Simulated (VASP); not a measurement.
# TiAl3 (Pm-3m) in VASP: further runs

Runs on TiAl3. Level: LDA. Tasks: single point, relaxation of cell and atoms.

All numbers are computed with VASP 6.6.1; they aren't measurements. Logs are shortened: lines on timing, memory, paths and dates and some standing lists are left out, and cuts for length are marked.

## (1) The cell of the first run

It takes space group Pm-3m (No. 221, cubic). The conventional cell has a = 3.862 Å, b = 3.862 Å, c = 3.862 Å, α = 90.00°, β = 90.00°, γ = 90.00°. Ti (site symmetry m-3m) has 12 Al at 2.73 Å within 3.6 Å. Within 3.6 Å of Al (site symmetry 4/mmm) lie 4 Ti at 2.73 Å and 8 Al at 2.73 Å.

## (2) Single point, LDA

File INCAR:

```
SYSTEM = TiAl3
  PREC = Accurate
  ENCUT = 520
  EDIFF = 1E-7
  ISMEAR = -1
  SIGMA = 0.15
  LREAL = .FALSE.
  LASPH = .TRUE.
  NELM = 60
  ALGO = Normal
  ISIF = 2
  LWAVE = .FALSE.
  LCHARG = .FALSE.
  GGA = CA
  NBANDS = 18
```

File KPOINTS:

```
Automatic mesh
0
G
  10 10 10
  0 0 0
```

File POSCAR:

```
TiAl3
1.0
    3.8619483015      0.0000000000      0.0000000000
    0.0000000000      3.8619483015      0.0000000000
    0.0000000000      0.0000000000      3.8619483015
Ti Al
1 3
Direct
    0.0000000000      0.0000000000      0.0000000000
    0.5000000000      0.5000000000      0.0000000000
    0.5000000000      0.0000000000      0.5000000000
    0.0000000000      0.5000000000      0.5000000000
```

Potentials or basis: VASP PAW LDA potentials, release 64 (Ti_sv, Al).

The run is started by

```console
$ cat potpaw_LDA.64/Ti_sv/POTCAR potpaw_LDA.64/Al/POTCAR > POTCAR
$ mpirun -np 1 vasp_std > vasp.out
```

OUTCAR:

```text
SYSTEM = TiAl3
   PREC = Accurate
   ENCUT = 520
   EDIFF = 1E-7
   ISMEAR = -1
   LREAL = .FALSE.
   LASPH = .TRUE.
   NELM = 60
   ISIF = 2
   GGA = CA

 ion  position               nearest neighbor table
   1  0.000  0.000  0.000-   2 2.73   3 2.73   4 2.73   3 2.73   4 2.73   2 2.73   4 2.73   4 2.73
                             2 2.73   3 2.73   3 2.73   2 2.73
   2  0.500  0.500  0.000-   1 2.73   3 2.73   4 2.73   3 2.73   4 2.73   1 2.73   3 2.73   3 2.73
                             1 2.73   4 2.73   4 2.73   1 2.73
   3  0.500  0.000  0.500-   1 2.73   2 2.73   4 2.73   1 2.73   2 2.73   2 2.73   4 2.73   2 2.73
                             1 2.73   4 2.73   1 2.73   4 2.73
   4  0.000  0.500  0.500-   1 2.73   2 2.73   3 2.73   1 2.73   2 2.73   1 2.73   3 2.73   1 2.73
                             2 2.73   3 2.73   2 2.73   3 2.73

  LATTYP: Found a simple cubic cell.
 ALAT       =     3.8619483015

  Lattice vectors:

 A1 = (   3.8619483015,   0.0000000000,   0.0000000000)
 A2 = (   0.0000000000,   3.8619483015,   0.0000000000)
 A3 = (   0.0000000000,   0.0000000000,   3.8619483015)

Analysis of symmetry for initial positions (statically):
=====================================================================
 Subroutine PRICEL returns:
 Original cell was already a primitive cell.

 Routine SETGRP: Setting up the symmetry group for a
 simple cubic supercell.

 Subroutine GETGRP returns: Found 48 space group operations
 (whereof 48 operations were pure point group operations)
 out of a pool of 48 trial point group operations.

The static configuration has the point symmetry O_h .

Analysis of symmetry for dynamics (positions and initial velocities):
=====================================================================
 Subroutine PRICEL returns:
 Original cell was already a primitive cell.

 Routine SETGRP: Setting up the symmetry group for a
 simple cubic supercell.

 Subroutine GETGRP returns: Found 48 space group operations
 (whereof 48 operations were pure point group operations)
 out of a pool of 48 trial point group operations.

The dynamic configuration has the point symmetry O_h .

 Subroutine INISYM returns: Found 48 space group operations
 (whereof 48 operations are pure point group operations),
 and found     1 'primitive' translations

----------------------------------------------------------------------------------------

                                     Primitive cell

  volume of cell :      57.5996

  direct lattice vectors                    reciprocal lattice vectors
     3.861948302  0.000000000  0.000000000     0.258936661  0.000000000  0.000000000
     0.000000000  3.861948302  0.000000000     0.000000000  0.258936661  0.000000000
     0.000000000  0.000000000  3.861948302     0.000000000  0.000000000  0.258936661

  length of vectors
     3.861948302  3.861948302  3.861948302     0.258936661  0.258936661  0.258936661

  position of ions in fractional coordinates (direct lattice)
     0.000000000  0.000000000  0.000000000
     0.500000000  0.500000000  0.000000000
     0.500000000  0.000000000  0.500000000
     0.000000000  0.500000000  0.500000000

  ion indices of the primitive-cell ions
   primitive index   ion index
                 1           1
                 2           2
                 3           3
                 4           4

----------------------------------------------------------------------------------------

 KPOINTS: Automatic mesh

Automatic generation of k-mesh.
 Grid dimensions read from file:
 generate k-points for:   10   10   10

 Generating k-lattice:

  Cartesian coordinates                     Fractional coordinates (reciprocal lattice)
     0.025893666  0.000000000  0.000000000     0.100000000  0.000000000  0.000000000
     0.000000000  0.025893666  0.000000000     0.000000000  0.100000000  0.000000000
     0.000000000  0.000000000  0.025893666     0.000000000  0.000000000  0.100000000

  Length of vectors
     0.025893666  0.025893666  0.025893666

  Shift w.r.t. Gamma in fractional coordinates (k-lattice)
     0.000000000  0.000000000  0.000000000

 Subroutine IBZKPT returns following result:
 ===========================================

 Found     56 irreducible k-points:

 Following reciprocal coordinates:
            Coordinates               Weight
  0.000000  0.000000  0.000000      1.000000
  0.100000  0.000000  0.000000      6.000000
  0.200000  0.000000  0.000000      6.000000
  0.300000  0.000000  0.000000      6.000000
  0.400000  0.000000  0.000000      6.000000
  0.500000  0.000000  0.000000      3.000000
[... 16 lines left out ...]
  0.200000  0.100000  0.100000     24.000000
  0.300000  0.100000  0.100000     24.000000
 [... further k-points ...]
   k-points           NKPTS =     56   k-points in BZ     NKDIM =     56   number of bands    NBANDS=     18
   number of dos      NEDOS =    301   number of ions     NIONS =      4
   total plane-waves  NPLWV =  27000
   dimension x,y,z NGX =    30 NGY =   30 NGZ =   30
   dimension x,y,z NGXF=    60 NGYF=   60 NGZF=   60
   ions per type =               1   3
   NGX,Y,Z   is equivalent  to a cutoff of  12.91, 12.91, 12.91 a.u.
   NGXF,Y,Z  is equivalent  to a cutoff of  25.83, 25.83, 25.83 a.u.
 SYSTEM =  TiAl3
   PREC   = accura    normal or accurate (medium, high low for compatibility)
   ISTART =      0    job   : 0-new  1-cont  2-samecut
   ICHARG =      2    charge: 1-file 2-atom 10-const
   ISPIN  =      1    spin polarized calculation?
   LNONCOLLINEAR =      F non collinear calculations
   LSORBIT =      F    spin-orbit coupling
   LASPH  =      T    aspherical Exc in radial PAW
   ENCUT  =  520.0 eV  38.22 Ry    6.18 a.u.   7.18  7.18  7.18*2*pi/ulx,y,z
   NELM   =     60;   NELMIN=  2; NELMDL= -5     # of ELM steps
   EDIFF  = 0.1E-06   stopping-criterion for ELM
   LREAL  =      F    real-space projection
   EDIFFG = 0.1E-05   stopping-criterion for IOM
   NSW    =      0    number of steps for IOM
   IBRION =     -1    ionic relax: 0-MD 1-quasi-New 2-CG
   NFREE  =      0    steps in history (QN), initial steepest desc. (CG)
   ISIF   =      2    stress and relaxation
   ISYM   =      2    0-nonsym 1-usesym 2-fastsym
   POTIM  = 0.5000    time-step for ionic-motion
   TEBEG  =    0.0;   TEEND  =   0.0 temperature during run
   PSTRESS=    0.0 pullay stress
   NELECT =      21.0000    total number of electrons
   NUPDOWN=      -1.0000    fix difference up-down
   EMIN   =  10.00;   EMAX   =-10.00  energy-range for DOS
   EFERMI =   0.00;   METHOD = LEGACY
   ISMEAR =    -1;   SIGMA  =   0.15  broadening in eV -4-tet -1-fermi 0-gaus
   EFERMI_NEDOS =   21; number of points for ismear=-14 and -15
   IALGO  =     38    algorithm
   IMIX   =      4    mixing-type and parameters
     AMIX     =   0.40;   BMIX     =  1.00
     AMIX_MAG =   1.60;   BMIX_MAG =  1.00
  volume/ion in A,a.u.               =      14.40        97.18
  Fermi-wavevector in a.u.,A,eV,Ry     =   1.169521  2.210075 18.609778  1.367780
  Thomas-Fermi vector in A             =   2.305993
   LORBIT       =      0    0 simple, 1 ext, 2 COOP (PROOUT), +10 PAW based schemes
   GGA     = CA    functional components
   LHFCALC =     F    Hartree Fock is set to
   AEXX    =    0.0000 exact exchange contribution
   IVDW    =     0    specifies the selected vdW correction
   LEPSILON=     F    determine dielectric tensor
   LRPA    =     F    only Hartree local field effects (RPA)
 non-spin polarized calculation
  energy-cutoff  :      520.00
  volume of cell :       57.60
 maximum number of plane-waves:      1596
 NGX is ok and might be reduce to    30
   NGX = 15   NGY = 15   NGZ = 15

 number of electron      21.0000003 magnetization

 Free energy of the ion-electron system (eV)
  ---------------------------------------------------
  ext. energy  EPLUGINS =         0.00000000
  ---------------------------------------------------
  free energy    TOTEN  =       -22.74205049 eV

  energy without entropy =      -22.59208031  energy(sigma->0) =      -22.66706540

 E-fermi :   9.6727     XC(G=0): -11.3213

 val. band max:        9.6464246099   @ k =   0.1000   0.1000   0.0000
 cond. band min:       9.6992800045   @ k =   0.4000   0.4000   0.1000
 fundamental gap:      0.0528553946
 Fermi energy:         9.6726653459

 k-point     1 :       0.0000    0.0000    0.0000
  band No.  band energies     occupation
      1     -46.3942      2.00000
      2     -23.1065      2.00000
      3     -23.1065      2.00000
      4     -23.1065      2.00000
      5      -1.5153      2.00000
      6       6.4241      2.00000
[... 10 lines left out ...]
     17      15.7237      0.00000
     18      15.7237      0.00000

 k-point     2 :       0.1000    0.0000    0.0000
  band No.  band energies     occupation
      1     -46.3941      2.00000
      2     -23.1094      2.00000
      3     -23.1063      2.00000
      4     -23.1063      2.00000
      5      -1.4128      2.00000
      6       5.7168      2.00000
[... 10 lines left out ...]
     17      15.5906      0.00000
     18      15.5907      0.00000

 k-point     3 :       0.2000    0.0000    0.0000
  band No.  band energies     occupation
      1     -46.3937      2.00000
      2     -23.1169      2.00000
      3     -23.1058      2.00000
      4     -23.1058      2.00000
      5      -1.1081      2.00000
      6       4.5044      2.00000
[... 10 lines left out ...]
     17      14.9341      0.00000
     18      14.9341      0.00000

 k-point     4 :       0.3000    0.0000    0.0000
  band No.  band energies     occupation
      1     -46.3933      2.00000
      2     -23.1261      2.00000
      3     -23.1051      2.00000
      4     -23.1051      2.00000
      5      -0.6116      2.00000
      6       3.2652      2.00000
[... 375 lines left out ...]
      4     -23.1088      2.00000
      5      -1.2094      2.00000
      6       5.7140      2.00000
[... 10 lines left out ...]
     17      15.3475      0.00000
     18      15.3777      0.00000

 k-point    23 :       0.2000    0.1000    0.1000
  band No.  band energies     occupation
      1     -46.3935      2.00000
      2     -23.1164      2.00000
      3     -23.1085      2.00000
      4     -23.1082      2.00000
      5      -0.9082      2.00000
      6       4.6517      2.00000
[... 10 lines left out ...]
     17      14.8691      0.00000
     18      14.8824      0.00000

 k-point    24 :       0.3000    0.1000    0.1000
  band No.  band energies     occupation
      1     -46.3930      2.00000
      2     -23.1255      2.00000
      3     -23.1078      2.00000
      4     -23.1075      2.00000
      5      -0.4182      2.00000
      6       3.4348      2.00000
[... 10 lines left out ...]
     17      14.2571      0.00000
     18      15.5937      0.00000

 [... further k-points ...]
[... 5 lines left out ...]
  --------------------------------------------------------------------------------------
  -------------------------------------------------------------------------------------
  Total        1.8721140      1.8721140      1.8721140      0.0000000      0.0000000     -0.0000000
  in kB       52.0743084     52.0743084     52.0743084      0.0000000      0.0000000     -0.0000000
  external PRESSURE =      52.0743084 kB  Pullay stress =       0.0000000 kB

 VOLUME and BASIS-vectors are now :
 -----------------------------------------------------------------------------
  energy-cutoff  :      520.00
  volume of cell :       57.60
      direct lattice vectors                 reciprocal lattice vectors
     3.861948302  0.000000000  0.000000000     0.258936661  0.000000000  0.000000000
     0.000000000  3.861948302  0.000000000     0.000000000  0.258936661  0.000000000
     0.000000000  0.000000000  3.861948302     0.000000000  0.000000000  0.258936661

 POSITION                                       TOTAL-FORCE (eV/Angst)
 -----------------------------------------------------------------------------------
      0.00000      0.00000      0.00000         0.000000      0.000000      0.000000
      1.93097      1.93097      0.00000         0.000000      0.000000      0.000000
      1.93097      0.00000      1.93097         0.000000      0.000000      0.000000
      0.00000      1.93097      1.93097         0.000000      0.000000      0.000000
 -----------------------------------------------------------------------------------
    total drift:                                0.000000     -0.000000      0.000000

  FREE ENERGIE OF THE ION-ELECTRON SYSTEM (eV)
  ---------------------------------------------------
  free  energy   TOTEN  =       -22.7420504852 eV

  energy  without entropy=      -22.5920803141  energy(sigma->0) =      -22.66706540
```

It took 24 s on 1 thread of Intel Xeon 6975P-C (Granite Rapids), shared host; peak memory 0.18 GiB.

What came out:

* Free energy: -22.7421 eV
* Pressure: 5.2 GPa

Levels at points of the mesh, in eV from the Fermi level:
```tsv
k point	band 7	band 8	band 9	band 10	band 11	band 12	band 13	band 14
(0.00, 0.00, 0.00)	-3.25	-2.17	-2.17	-2.17	0.16	0.16	0.16	0.73
(0.50, 0.00, 0.00)	-2.38	-2.38	-2.37	0.44	0.86	0.86	1.03	1.05
(0.50, 0.50, 0.00)	-6.24	-5.20	-1.34	-1.34	0.68	0.96	1.13	1.24
(0.50, 0.50, 0.50)	-5.31	-5.21	-3.54	-3.54	-3.54	0.37	1.30	1.30
```

[end of part 1 of 2]
